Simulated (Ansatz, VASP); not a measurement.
VSi: VASP beside Ansatz

```
CELL_PARAMETERS angstrom
0.00000 2.44366 2.44366
2.44366 0.00000 2.44366
2.44366 2.44366 0.00000
ATOMIC_POSITIONS crystal
V 0.00000 0.00000 0.00000
Si 0.50000 0.50000 0.50000
```

Alike in both runs: task electric field gradients; functional PBE; k mesh 13 × 13 × 13; occupations fermi-dirac, width 0.03 eV; collinear spin.

```csv
,VASP,Ansatz
version,VASP 6.6.1,Ansatz 0.2.0
potentials or method,"VASP PAW PBE potentials, release 64 (V_sv, Si), cutoff 520 eV","all-electron PAW with datasets made for the crystal, scalar-relativistic"
```

VASP gave:

```
pressure (GPa)           : 0.1
net moment per atom (μB) : 0.00
```

Task: What did Ansatz give for the same quantities?

Result: Pressure (GPa): 0.0; net moment per atom (μB): 0.00.

Ansatz ran all-electron here, and VASP with PAW potentials. Ansatz's warnings: seeded moment not kept.
